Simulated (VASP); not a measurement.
# Cu5Ni (P4/mmm) in VASP: further runs

Runs on Cu5Ni. Level: PBE. Tasks: single point.

Everything below comes from runs of VASP 6.6.1. Logs are shortened: lines on timing, memory, paths and dates and some standing lists are left out, and cuts for length are marked.

### Step 1. The cell of the first run

It takes space group P4/mmm (No. 123, tetragonal). Conventional cell: a = 2.558 Å, b = 2.558 Å, c = 10.764 Å, α = 90.00°, β = 90.00°, γ = 90.00°. Within 3.3 Å of Cu (site symmetry 4mm) lie 4 Ni at 2.51 Å and 8 Cu at 2.56 Å. Within 3.4 Å of Cu (site symmetry 4mm) lie 12 Cu at 2.56 Å. Within 3.4 Å of Cu (site symmetry 4/mmm) lie 12 Cu at 2.56 Å. Within 3.3 Å of Ni (site symmetry 4/mmm) lie 8 Cu at 2.51 Å and 4 Ni at 2.56 Å.

### Step 2. Single point, PBE

INCAR

```
SYSTEM = Cu5Ni
PREC = Accurate
ENCUT = 520
EDIFF = 1E-6
ISMEAR = 0
SIGMA = 0.1
LREAL = .FALSE.
LASPH = .TRUE.
NELM = 100
ALGO = Fast
ISIF = 2
LWAVE = .FALSE.
LCHARG = .FALSE.
GGA = PE
NBANDS = 42
```

KPOINTS

```
regular mesh
0
G
  14 14 4
  0 0 0
```

POSCAR

```
Cu5Ni
1.0
    2.5575417967      0.0000000000      0.0000000000
    0.0000000000      2.5575417967      0.0000000000
    0.0000000000      0.0000000000     10.7640647227
Cu Ni
5 1
Direct
    0.5000000000      0.5000000000      0.8378410533
    0.0000000000      0.0000000000      0.6689512270
    0.5000000000      0.5000000000      0.5000000000
    0.0000000000      0.0000000000      0.3310487730
    0.5000000000      0.5000000000      0.1621589467
    0.0000000000      0.0000000000      0.0000000000
```

Potentials or basis: VASP PAW PBE potentials, release 64 (Cu, Ni).

Command:

```
> cat potpaw_PBE.64/Cu/POTCAR potpaw_PBE.64/Ni/POTCAR > POTCAR
> mpirun -np 1 vasp_std > vasp.out
```

OUTCAR:

```text
SYSTEM = Cu5Ni
   PREC = Accurate
   ENCUT = 520
   EDIFF = 1E-6
   ISMEAR = 0
   LREAL = .FALSE.
   LASPH = .TRUE.
   NELM = 100
   ISIF = 2
   GGA = PE

 ion  position               nearest neighbor table
   1  0.500  0.500  0.838-   6 2.51   6 2.51   6 2.51   6 2.51   2 2.56   2 2.56   2 2.56   2 2.56

   2  0.000  0.000  0.669-   1 2.56   1 2.56   1 2.56   1 2.56   3 2.56   3 2.56   3 2.56   3 2.56

   3  0.500  0.500  0.500-   2 2.56   4 2.56   2 2.56   4 2.56   2 2.56   4 2.56   2 2.56   4 2.56

   4  0.000  0.000  0.331-   5 2.56   5 2.56   5 2.56   5 2.56   3 2.56   3 2.56   3 2.56   3 2.56

   5  0.500  0.500  0.162-   6 2.51   6 2.51   6 2.51   6 2.51   4 2.56   4 2.56   4 2.56   4 2.56

   6  0.000  0.000  0.000-   1 2.51   5 2.51   1 2.51   5 2.51   1 2.51   5 2.51   1 2.51   5 2.51

  LATTYP: Found a simple tetragonal cell.
 ALAT       =     2.5575417967
 C/A-ratio  =     4.2087541782

  Lattice vectors:

 A1 = (   2.5575417967,   0.0000000000,   0.0000000000)
 A2 = (   0.0000000000,   2.5575417967,   0.0000000000)
 A3 = (   0.0000000000,   0.0000000000,  10.7640647227)

Analysis of symmetry for initial positions (statically):
=====================================================================
 Subroutine PRICEL returns:
 Original cell was already a primitive cell.

 Routine SETGRP: Setting up the symmetry group for a
 simple tetragonal supercell.

 Subroutine GETGRP returns: Found 16 space group operations
 (whereof 16 operations were pure point group operations)
 out of a pool of 16 trial point group operations.

The static configuration has the point symmetry D_4h.

Analysis of symmetry for dynamics (positions and initial velocities):
=====================================================================
 Subroutine PRICEL returns:
 Original cell was already a primitive cell.

 Routine SETGRP: Setting up the symmetry group for a
 simple tetragonal supercell.

 Subroutine GETGRP returns: Found 16 space group operations
 (whereof 16 operations were pure point group operations)
 out of a pool of 16 trial point group operations.

The dynamic configuration has the point symmetry D_4h.

 Subroutine INISYM returns: Found 16 space group operations
 (whereof 16 operations are pure point group operations),
 and found     1 'primitive' translations

----------------------------------------------------------------------------------------

                                     Primitive cell

  volume of cell :      70.4080

  direct lattice vectors                    reciprocal lattice vectors
     2.557541797  0.000000000  0.000000000     0.391000453  0.000000000  0.000000000
     0.000000000  2.557541797  0.000000000     0.000000000  0.391000453  0.000000000
     0.000000000  0.000000000 10.764064723     0.000000000  0.000000000  0.092901708

  length of vectors
     2.557541797  2.557541797 10.764064723     0.391000453  0.391000453  0.092901708

  position of ions in fractional coordinates (direct lattice)
     0.500000000  0.500000000  0.837841053
     0.000000000  0.000000000  0.668951227
     0.500000000  0.500000000  0.500000000
     0.000000000  0.000000000  0.331048773
     0.500000000  0.500000000  0.162158947
     0.000000000  0.000000000  0.000000000

  ion indices of the primitive-cell ions
   primitive index   ion index
                 1           1
                 2           2
                 3           3
                 4           4
                 5           5
                 6           6

----------------------------------------------------------------------------------------

 KPOINTS: regular mesh

Automatic generation of k-mesh.
 Grid dimensions read from file:
 generate k-points for:   14   14    4

 Generating k-lattice:

  Cartesian coordinates                     Fractional coordinates (reciprocal lattice)
     0.027928604  0.000000000  0.000000000     0.071428571  0.000000000  0.000000000
     0.000000000  0.027928604  0.000000000     0.000000000  0.071428571  0.000000000
     0.000000000  0.000000000  0.023225427     0.000000000  0.000000000  0.250000000

  Length of vectors
     0.027928604  0.027928604  0.023225427

  Shift w.r.t. Gamma in fractional coordinates (k-lattice)
     0.000000000  0.000000000  0.000000000

 Subroutine IBZKPT returns following result:
 ===========================================

 Found    108 irreducible k-points:

 Following reciprocal coordinates:
            Coordinates               Weight
  0.000000  0.000000  0.000000      1.000000
  0.071429  0.000000  0.000000      4.000000
  0.142857  0.000000  0.000000      4.000000
  0.214286  0.000000  0.000000      4.000000
  0.285714  0.000000  0.000000      4.000000
  0.357143  0.000000  0.000000      4.000000
[... 16 lines left out ...]
  0.285714  0.214286  0.000000      8.000000
  0.357143  0.214286  0.000000      8.000000
 [... further k-points ...]
   k-points           NKPTS =    108   k-points in BZ     NKDIM =    108   number of bands    NBANDS=     42
   number of dos      NEDOS =    301   number of ions     NIONS =      6
   total plane-waves  NPLWV =  32000
   dimension x,y,z NGX =    20 NGY =   20 NGZ =   80
   dimension x,y,z NGXF=    40 NGYF=   40 NGZF=  160
   ions per type =               5   1
   NGX,Y,Z   is equivalent  to a cutoff of  13.00, 13.00, 12.36 a.u.
   NGXF,Y,Z  is equivalent  to a cutoff of  26.00, 26.00, 24.71 a.u.
 SYSTEM =  Cu5Ni
   PREC   = accura    normal or accurate (medium, high low for compatibility)
   ISTART =      0    job   : 0-new  1-cont  2-samecut
   ICHARG =      2    charge: 1-file 2-atom 10-const
   ISPIN  =      1    spin polarized calculation?
   LNONCOLLINEAR =      F non collinear calculations
   LSORBIT =      F    spin-orbit coupling
   LASPH  =      T    aspherical Exc in radial PAW
   ENCUT  =  520.0 eV  38.22 Ry    6.18 a.u.   4.76  4.76 20.01*2*pi/ulx,y,z
   NELM   =    100;   NELMIN=  2; NELMDL= -5     # of ELM steps
   EDIFF  = 0.1E-05   stopping-criterion for ELM
   LREAL  =      F    real-space projection
   EDIFFG = 0.1E-04   stopping-criterion for IOM
   NSW    =      0    number of steps for IOM
   IBRION =     -1    ionic relax: 0-MD 1-quasi-New 2-CG
   NFREE  =      0    steps in history (QN), initial steepest desc. (CG)
   ISIF   =      2    stress and relaxation
   ISYM   =      2    0-nonsym 1-usesym 2-fastsym
   POTIM  = 0.5000    time-step for ionic-motion
   TEBEG  =    0.0;   TEEND  =   0.0 temperature during run
   PSTRESS=    0.0 pullay stress
   NELECT =      65.0000    total number of electrons
   NUPDOWN=      -1.0000    fix difference up-down
   EMIN   =  10.00;   EMAX   =-10.00  energy-range for DOS
   EFERMI =   0.00;   METHOD = LEGACY
   ISMEAR =     0;   SIGMA  =   0.10  broadening in eV -4-tet -1-fermi 0-gaus
   EFERMI_NEDOS =   21; number of points for ismear=-14 and -15
   IALGO  =     68    algorithm
   IMIX   =      4    mixing-type and parameters
     AMIX     =   0.40;   BMIX     =  1.00
     AMIX_MAG =   1.60;   BMIX_MAG =  1.00
  volume/ion in A,a.u.               =      11.73        79.19
  Fermi-wavevector in a.u.,A,eV,Ry     =   1.594063  3.012341 34.572885  2.541035
  Thomas-Fermi vector in A             =   2.692195
   LORBIT       =      0    0 simple, 1 ext, 2 COOP (PROOUT), +10 PAW based schemes
   GGA     = PE    functional components
   LHFCALC =     F    Hartree Fock is set to
   AEXX    =    0.0000 exact exchange contribution
   IVDW    =     0    specifies the selected vdW correction
   LEPSILON=     F    determine dielectric tensor
   LRPA    =     F    only Hartree local field effects (RPA)
 non-spin polarized calculation
 RMM-DIIS sequential band-by-band and
 Gauss-broadening in eV      SIGMA  =   0.10
  energy-cutoff  :      520.00
  volume of cell :       70.41
 maximum number of plane-waves:      1920
 NGX is ok and might be reduce to    20
   NGX =  9   NGY =  9   NGZ = 41

 number of electron      64.9999952 magnetization

 Free energy of the ion-electron system (eV)
  ---------------------------------------------------
  ext. energy  EPLUGINS =         0.00000000
  ---------------------------------------------------
  free energy    TOTEN  =       -24.06826119 eV

  energy without entropy =      -24.05610639  energy(sigma->0) =      -24.06218379

 E-fermi :   7.6757     XC(G=0): -12.7673

 val. band max:        7.6622558857   @ k =   0.4286   0.2143   0.5000
 cond. band min:       7.6789234730   @ k =   0.0714   0.0714   0.2500
 fundamental gap:      0.0166675873
 Fermi energy:         7.6757474137

 k-point     1 :       0.0000    0.0000    0.0000
  band No.  band energies     occupation
      1      -1.4966      2.00000
      2      -0.2315      2.00000
      3      -0.0472      2.00000
      4       2.5373      2.00000
      5       2.6327      2.00000
      6       3.1020      2.00000
[... 34 lines left out ...]
     41      22.1102      0.00000
     42      22.8400      0.00000

 k-point     2 :       0.0714    0.0000    0.0000
  band No.  band energies     occupation
      1      -1.3726      2.00000
      2      -0.1171      2.00000
      3       0.0672      2.00000
      4       2.6175      2.00000
      5       2.7065      2.00000
      6       3.1609      2.00000
[... 34 lines left out ...]
     41      21.5490      0.00000
     42      22.1412      0.00000

 k-point     3 :       0.1429    0.0000    0.0000
  band No.  band energies     occupation
      1      -1.0052      2.00000
      2       0.2173      2.00000
      3       0.4010      2.00000
      4       2.8313      2.00000
      5       2.9019      2.00000
      6       3.3199      2.00000
[... 897 lines left out ...]
      4       3.6624      2.00000
      5       3.7477      2.00000
      6       3.7608      2.00000
[... 34 lines left out ...]
     41      17.3577      0.00000
     42      18.4256      0.00000

 k-point    24 :       0.3571    0.2143    0.0000
  band No.  band energies     occupation
      1       2.0799      2.00000
      2       2.7838      2.00000
      3       2.9029      2.00000
      4       3.6241      2.00000
      5       3.6633      2.00000
      6       3.6946      2.00000
[... 34 lines left out ...]
     41      16.8624      0.00000
     42      17.4661      0.00000

 [... further k-points ...]

------------------------ aborting loop because EDIFF is reached ----------------------------------------

  FORCE on cell =-STRESS in cart. coord.  units (eV):
  Direction    XX          YY          ZZ          XY          YZ          ZX
  --------------------------------------------------------------------------------------
  -------------------------------------------------------------------------------------
  Total        0.2741855      0.2741855      0.2511606      0.0000000      0.0000000      0.0000000
  in kB        6.2392620      6.2392620      5.7153163      0.0000000      0.0000000      0.0000000
  external PRESSURE =       6.0646134 kB  Pullay stress =       0.0000000 kB

 VOLUME and BASIS-vectors are now :
 -----------------------------------------------------------------------------
  energy-cutoff  :      520.00
  volume of cell :       70.41
      direct lattice vectors                 reciprocal lattice vectors
     2.557541797  0.000000000  0.000000000     0.391000453  0.000000000  0.000000000
     0.000000000  2.557541797  0.000000000     0.000000000  0.391000453  0.000000000
     0.000000000  0.000000000 10.764064723     0.000000000  0.000000000  0.092901708

 POSITION                                       TOTAL-FORCE (eV/Angst)
 -----------------------------------------------------------------------------------
      1.27877      1.27877      9.01858        -0.000000      0.000000      0.010520
      0.00000      0.00000      7.20063        -0.000000      0.000000      0.000991
      1.27877      1.27877      5.38203         0.000000      0.000000      0.000000
      0.00000      0.00000      3.56343         0.000000      0.000000     -0.000991
      1.27877      1.27877      1.74549         0.000000      0.000000     -0.010520
      0.00000      0.00000      0.00000         0.000000      0.000000      0.000000
 -----------------------------------------------------------------------------------
    total drift:                               -0.000000     -0.000000      0.000000

  FREE ENERGIE OF THE ION-ELECTRON SYSTEM (eV)
  ---------------------------------------------------
  free  energy   TOTEN  =       -24.0682611864 eV

  energy  without entropy=      -24.0561063883  energy(sigma->0) =      -24.06218379
```

Run time: 3.8 min. Hardware: 1 thread of AMD EPYC 9R45 (Zen 5), shared host; peak memory 0.33 GiB.

What came out:

* Free energy: -24.0683 eV
* Pressure: 0.6 GPa
* Largest force: 0.011 eV/Å

Forces on the atoms (eV/Å):
```
Cu   0.000  0.000  0.011
Cu   0.000  0.000  0.001
Cu   0.000  0.000  0.000
Cu   0.000  0.000 -0.001
Cu   0.000  0.000 -0.011
Ni   0.000  0.000  0.000
```

Spin polarisation is off, so any magnetic state and its effect on volume and gap are missing.

### Step 3. Single point, PBE, collinear spin, ferromagnetic start

INCAR

```
PREC = Accurate
ENCUT = 520
EDIFF = 1E-7
ISMEAR = 0
SIGMA = 0.1
LREAL = F
LASPH = T
NELM = 150
ALGO = Fast
ISIF = 2
LWAVE = F
LCHARG = T
ISPIN = 2
MAGMOM = 0 0 0 0 0 2
LORBIT = 11
LMAXMIX = 4
GGA = PE
LELF = T
LVHAR = T
NBANDS = 46
```

KPOINTS

```
Automatic mesh
0
Gamma
  6 6 2
```

POSCAR

```
Cu5Ni
1.0
    2.5661420229      0.0000000000      0.0000000000
    0.0000000000      2.5661420229      0.0000000000
    0.0000000000      0.0000000000     10.6788563169
Cu Ni
5 1
Direct
    0.5000000000      0.5000000000      0.8382761935
    0.0000000000      0.0000000000      0.6692068706
    0.5000000000      0.5000000000      0.5000000000
    0.0000000000      0.0000000000      0.3307931294
    0.5000000000      0.5000000000      0.1617238065
    0.0000000000      0.0000000000      0.0000000000
```

Potentials or basis: VASP PAW PBE potentials, release 64 (Cu, Ni).

Command:

```
> cat potpaw_PBE.64/Cu/POTCAR potpaw_PBE.64/Ni/POTCAR > POTCAR
> mpirun -np 1 vasp_std > vasp.out
```

It took 2 min on 1 thread of AMD EPYC 9R45 (Zen 5), shared host; peak memory 0.23 GiB.

It converged, with:

- Free energy: -24.0356 eV
- Pressure: 0.6 GPa
- Largest force: 0.010 eV/Å
- Net moment: 0.00 μB per cell
- Valence electrons inside the program's atomic spheres: Cu 10.01, 9.99; Ni 9.27

Forces on the atoms (eV/Å):
```
Cu   0.000  0.000  0.010
Cu   0.000  0.000  0.001
Cu   0.000  0.000  0.000
Cu   0.000  0.000 -0.001
Cu   0.000  0.000 -0.010
Ni   0.000  0.000  0.000
```

Stress tensor (GPa, compression positive):
```
0.71 0.00 0.00
0.00 0.71 0.00
0.00 0.00 0.30
```

Levels at points of the mesh, in eV from the Fermi level:
Spin up:
```csv
k point,band 30,band 31,band 32,band 33,band 34,band 35,band 36,band 37
"(0.00, 0.00, 0.00)",-1.77,-1.77,-0.95,-0.50,-0.50,-0.27,1.99,7.73
"(0.50, 0.00, 0.00)",-0.61,-0.55,-0.53,-0.51,-0.42,-0.18,0.81,4.67
"(0.50, 0.50, 0.00)",0.20,1.51,1.51,4.20,4.20,4.22,4.22,7.07
"(0.00, 0.00, 0.50)",-1.70,-1.29,-0.50,-0.50,-0.27,0.24,0.48,9.70
"(0.50, 0.00, 0.50)",-0.87,-0.72,-0.44,-0.43,-0.41,-0.18,0.77,4.00
"(0.50, 0.50, 0.50)",0.20,2.35,2.35,2.45,2.45,6.44,6.44,6.46
```
Spin down:
| k point | band 31 | band 32 | band 33 | band 34 | band 35 | band 36 |
| --- | --- | --- | --- | --- | --- | --- |
| (0.00, 0.00, 0.00) | -1.77 | -0.95 | -0.50 | -0.50 | -0.27 | 1.99 |
| (0.50, 0.00, 0.00) | -0.55 | -0.53 | -0.51 | -0.42 | -0.18 | 0.81 |
| (0.50, 0.50, 0.00) | 1.51 | 1.51 | 4.20 | 4.20 | 4.22 | 4.22 |
| (0.00, 0.00, 0.50) | -1.29 | -0.50 | -0.50 | -0.27 | 0.24 | 0.48 |
| (0.50, 0.00, 0.50) | -0.72 | -0.44 | -0.43 | -0.41 | -0.18 | 0.77 |
| (0.50, 0.50, 0.50) | 2.35 | 2.35 | 2.45 | 2.45 | 6.44 | 6.44 |

Caveat: the k points lie up to 0.41 Å⁻¹ apart; the starting moments collapsed, and a magnetic state may lie lower.

### Step 4. Single point, PBE, collinear spin, ferromagnetic start

This run uses another cell than the first one, of 12.32 Å³/atom, 1.050 times its volume.

INCAR

```
PREC = Accurate
ENCUT = 520
EDIFF = 1E-7
ISMEAR = 0
SIGMA = 0.1
LREAL = False
LASPH = True
NELM = 150
ALGO = Normal
ISIF = 2
LWAVE = False
LCHARG = True
ISPIN = 2
MAGMOM = 0 0 0 0 0 2
LORBIT = 11
LMAXMIX = 4
GGA = PE
LELF = True
LVHAR = True
NBANDS = 46
```

KPOINTS

```
regular mesh
0
Gamma
  6 6 2
```

POSCAR

```
Cu5Ni
1.0
    2.5925222100      0.0000000000      0.0000000000
    0.0000000000      2.5925222100      0.0000000000
    0.0000000000      0.0000000000     10.9991402000
Cu Ni
5 1
Direct
    0.5000000000      0.5000000000      0.8333333300
    0.0000000000      0.0000000000      0.6666666700
    0.5000000000      0.5000000000      0.5000000000
    0.0000000000      0.0000000000      0.3333333300
    0.5000000000      0.5000000000      0.1666666700
    0.0000000000      0.0000000000      0.0000000000
```

Command:

```
> cat potpaw_PBE.64/Cu/POTCAR potpaw_PBE.64/Ni/POTCAR > POTCAR
> mpirun -np 1 vasp_std > vasp.out
```

It took 2 min on 1 thread of AMD EPYC 9R45 (Zen 5), shared host; peak memory 0.23 GiB.

It converged, with:

| Quantity | Value |
| --- | --- |
| Free energy | -23.9413 eV |
| Pressure | -6.2 GPa |
| Largest force | 0.356 eV/Å |
| Net moment | 0.00 μB per cell |
| Valence electrons inside the program's atomic spheres | Cu 9.95, 9.96; Ni 9.15 |

Forces in eV/Å, atoms in the order of the input:
```
Cu   0.000  0.000  0.356
Cu   0.000  0.000  0.017
Cu   0.000  0.000  0.000
Cu   0.000  0.000 -0.017
Cu   0.000  0.000 -0.356
Ni   0.000  0.000  0.000
```

Stress tensor (GPa, compression positive):
```
-5.64  0.00  0.00
 0.00 -5.64  0.00
 0.00  0.00 -7.31
```

Levels at points of the mesh, in eV from the Fermi level:
Spin up:
```csv
k point,band 30,band 31,band 32,band 33,band 34,band 35,band 36,band 37
"(0.00, 0.00, 0.00)",-1.70,-1.70,-0.98,-0.41,-0.41,-0.14,1.71,7.10
"(0.50, 0.00, 0.00)",-0.54,-0.53,-0.47,-0.46,-0.34,-0.09,0.84,4.46
"(0.50, 0.50, 0.00)",0.31,1.67,1.67,4.11,4.11,4.22,4.22,6.88
"(0.00, 0.00, 0.50)",-1.64,-1.28,-0.41,-0.41,-0.14,0.15,0.20,9.15
"(0.50, 0.00, 0.50)",-0.74,-0.63,-0.41,-0.41,-0.34,-0.09,0.80,3.76
"(0.50, 0.50, 0.50)",0.31,2.33,2.33,2.61,2.61,6.25,6.25,6.30
```
Spin down:
| k point | band 31 | band 32 | band 33 | band 34 | band 35 | band 36 |
| --- | --- | --- | --- | --- | --- | --- |
| (0.00, 0.00, 0.00) | -1.70 | -0.98 | -0.41 | -0.41 | -0.14 | 1.71 |
| (0.50, 0.00, 0.00) | -0.53 | -0.47 | -0.46 | -0.34 | -0.09 | 0.84 |
| (0.50, 0.50, 0.00) | 1.67 | 1.67 | 4.11 | 4.11 | 4.22 | 4.22 |
| (0.00, 0.00, 0.50) | -1.28 | -0.41 | -0.41 | -0.14 | 0.15 | 0.20 |
| (0.50, 0.00, 0.50) | -0.63 | -0.41 | -0.41 | -0.34 | -0.09 | 0.80 |
| (0.50, 0.50, 0.50) | 2.33 | 2.33 | 2.61 | 2.61 | 6.25 | 6.25 |

Caveat: the k points lie up to 0.40 Å⁻¹ apart; the starting moments collapsed, and a magnetic state may lie lower.
